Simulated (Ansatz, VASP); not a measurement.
## ZnCu in VASP and in Ansatz

File POSCAR:

```
ZnCu
1.0
    2.9450000000      0.0000000000      0.0000000000
    0.0000000000      2.9450000000      0.0000000000
    0.0000000000      0.0000000000      2.9450000000
Zn Cu
1 1
Direct
    0.5000000000      0.5000000000      0.5000000000
    0.0000000000      0.0000000000      0.0000000000
```

Contents of INCAR.step1:

```
ALGO = Normal
EDIFF = 1E-4
ENCUT = 520
GGA = PE
ISMEAR = 0
LASPH = T
LCHARG = F
LREAL = F
LWAVE = T
NBANDS = 18
NELM = 60
PREC = Accurate
SIGMA = 0.1
```

The input INCAR.step2:

```
ALGO = Normal
EDIFF = 1E-6
ENCUT = 520
ISIF = 2
ISMEAR = 0
ISTART = 1
LASPH = T
LCHARG = T
LELF = T
LMIXTAU = T
LREAL = F
LVHAR = T
LWAVE = F
METAGGA = R2SCAN
NBANDS = 18
NELM = 60
PREC = Accurate
SIGMA = 0.1
```

KPOINTS

```
k-points
0
Gamma
  6 6 6
```

Input for Ansatz:

```yaml
crystal:
  lattice:
    - [2.945, 0.0, 0.0]
    - [0.0, 2.945, 0.0]
    - [0.0, 0.0, 2.945]
  atoms:
    - { symbol: Zn, position: [0.5, 0.5, 0.5] }
    - { symbol: Cu, position: [0.0, 0.0, 0.0] }
basis:
  ecutwfc: 500
kpoints:
  mp_grid: { grid: [6, 6, 6] }
hamiltonian:
  xc: r2scan
scf:
  occupations: { method: gaussian, width: 0.1 }
output:
  forces: true
  stress: true
  eigenvalues: true
```

Alike in both runs: task single point; functional r2SCAN; k mesh 6 × 6 × 6; occupations gaussian, width 0.1 eV; no spin polarisation.

|  | VASP | Ansatz |
| --- | --- | --- |
| version | VASP 6.6.1 | Ansatz 0.2.0 |
| potentials or method | VASP PAW PBE potentials, release 64 (Zn, Cu), cutoff 520 eV | scalar-relativistic, plane waves, PAW |
| valence electrons in the cell | 23 | 31 |

```csv
,VASP,Ansatz,Ansatz less VASP
gap on the k mesh at the Fermi level (eV),none,none,-
pressure (GPa),-2.1,-2.8,-0.75
```

VASP's potentials were made for PBE, not for r2SCAN. A gap of «none» marks a metal or a gap that the smearing closes. VASP's potentials hold 23 valence electrons a cell and Ansatz's 31, so a difference there can come from the potentials and not from the codes.
